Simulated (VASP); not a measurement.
Set up this calculation in VASP 6.6.1, as the native input.

| Quantity | Value |
| --- | --- |
| Task | single point |
| Functional | r2SCAN |
| Potentials or basis | VASP PAW PBE potentials, release 64 (Mg, O) |
| Cutoff | 520 eV |
| k mesh | 10 × 10 × 10 |
| Occupations | gaussian, width 0.01 eV |
| Spin | no spin polarisation |
| Dipole correction | no |
| Further INCAR settings | ALGO = Normal; EDIFF = 1e-07; NBANDS = 11 |

The system is MgO.

```
Mg O
1.0
     0.00000    2.07516    2.07516
     2.07516    0.00000    2.07516
     2.07516    2.07516    0.00000
Mg O
1 1
Direct
  0.00000 0.00000 0.00000
  0.50000 0.50000 0.50000
```

These files were run (other wordings do the same):

POSCAR

```
MgO
1.0
    0.0000000000      2.0751600144      2.0751600144
    2.0751600144      0.0000000000      2.0751600144
    2.0751600144      2.0751600144      0.0000000000
Mg O
1 1
Direct
    0.0000000000      0.0000000000      0.0000000000
    0.5000000000      0.5000000000      0.5000000000
```

INCAR.step1

```
PREC = Accurate
ENCUT = 520
ISMEAR = 0
SIGMA = 0.01
LREAL = F
LASPH = T
NELM = 60
NBANDS = 11
GGA = PE
ALGO = Normal
EDIFF = 1E-4
LWAVE = T
LCHARG = F
```

INCAR.step2

```
PREC = Accurate
ENCUT = 520
EDIFF = 1E-7
ISMEAR = 0
SIGMA = 0.01
LREAL = F
LASPH = T
NELM = 60
ALGO = Normal
ISIF = 2
LWAVE = F
LCHARG = F
METAGGA = R2SCAN
LMIXTAU = T
NBANDS = 11
ISTART = 1
```

KPOINTS

```
Automatic mesh
0
Gamma
  10 10 10
```

Potentials or basis: VASP PAW PBE potentials, release 64 (Mg, O).

Launch:

```bash
$ cat potpaw_PBE.64/Mg/POTCAR potpaw_PBE.64/O/POTCAR > POTCAR
$ cp INCAR.step1 INCAR
$ mpirun -np 1 vasp_std > vasp.out
$ cp INCAR.step2 INCAR
$ mpirun -np 1 vasp_std > vasp.out
```

It gave:

```
Pressure               : 5.9 GPa
Band gap on the k mesh : 6.06 eV, direct
```

Caveat: the PAW data sets were made with another functional, which shifts forces and pressure a little.

It took 25 s on 1 thread of Intel(R) Xeon(R) Platinum 8488C (Sapphire Rapids), on a shared host, peak memory 0.14 GiB.
